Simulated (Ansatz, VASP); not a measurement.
**Cs in VASP and in Ansatz**

```
Cs
1.0
    -4.19116    4.19116    2.26953
     4.19116   -4.19116    2.26953
     4.19116    4.19116   -2.26953
Cs
2
Direct
  0.62500 0.87500 0.75000
  0.37500 0.12500 0.25000
```

Change from the starting cell: volume scaled by 0.65, norm-conserving files.

Alike in both runs: task single point; functional PBE; k mesh 9 × 9 × 9; occupations fermi-dirac, width 0.08 eV; no spin polarisation.

|  | VASP | Ansatz |
| --- | --- | --- |
| version | VASP 6.6.1 | Ansatz 0.2.0 |
| potentials or method | VASP PAW PBE potentials, release 64 (Cs_sv) | scalar-relativistic |
| plane-wave cutoff (eV) | 520 | 680 |
| valence electrons in the cell | 18 | 18 |

|  | VASP | Ansatz | Ansatz less VASP |
| --- | --- | --- | --- |
| pressure (GPa) | 1.5 | 1.5 | +0.01 |
| traceless stress, the component that is largest in VASP (GPa) | 0.05 | 0.05 | 0.000 |

Spin-orbit coupling is off throughout.
